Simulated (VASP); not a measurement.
Input of a VASP 6.6.1 run:

Contents of POSCAR:

```
BAs
1.0
    0.0000000000      2.3397414207      2.3397414207
    2.3397414207      0.0000000000      2.3397414207
    2.3397414207      2.3397414207      0.0000000000
As B
1 1
Direct
    0.7500000000      0.7500000000      0.7500000000
    0.0000000000      0.0000000000      0.0000000000
```

Contents of INCAR.step1:

```
PREC     = Accurate       # precision mode
ENCUT    = 520            # plane-wave cutoff, eV
EDIFF    = 1E-5           # SCF threshold, eV
ISMEAR   = -1             # smearing method
SIGMA    = 0.05           # smearing width, eV
LREAL    = False          # projectors in reciprocal space
LASPH    = True           # aspherical terms in the spheres
NELM     = 60             # most SCF steps
ALGO     = Normal         # electronic algorithm
ISIF     = 2              # what is computed and relaxed
LWAVE    = True           # write WAVECAR
NBANDS   = 11             # bands
GGA      = PE             # functional
```

File INCAR.step2:

```
PREC     = Accurate       # precision mode
ENCUT    = 520            # plane-wave cutoff, eV
EDIFF    = 1E-7           # SCF threshold, eV
ISMEAR   = -1             # smearing method
SIGMA    = 0.05           # smearing width, eV
LREAL    = False          # projectors in reciprocal space
LASPH    = True           # aspherical terms in the spheres
NELM     = 60             # most SCF steps
ALGO     = Normal         # electronic algorithm
ISIF     = 2              # what is computed and relaxed
LWAVE    = False          # write WAVECAR
LCHARG   = True           # write CHGCAR
GGA      = PS             # functional
LHFCALC  = True           # exact exchange
AEXX     = 0.25           # exact-exchange fraction
HFSCREEN = 0.207          # screening, 1/A
PRECFOCK = Normal       
LELF     = True           # ELF
LVHAR    = True         
NBANDS   = 11             # bands
ISTART   = 1
```

File KPOINTS:

```
Automatic mesh
0
Gamma
  5 5 5
```

Potentials or basis: VASP PAW PBE potentials, release 64 (As, B).

Launch:

```console
$ cat potpaw_PBE.64/As/POTCAR potpaw_PBE.64/B/POTCAR > POTCAR
$ cp INCAR.step1 INCAR
$ mpirun -np 1 vasp_std > vasp.out
$ cp INCAR.step2 INCAR
$ mpirun -np 1 vasp_std > vasp.out
```

Q: What does it give for the band gap on the k mesh?

A: 1.73 eV, indirect (least direct gap 4.18 eV).

Q: Estimate the pressure.

A: 7.4 GPa.

Caveat: the k points lie up to 0.47 Å⁻¹ apart; the PAW data sets were made with another functional, which shifts forces and pressure a little. A k mesh can miss the band edges.
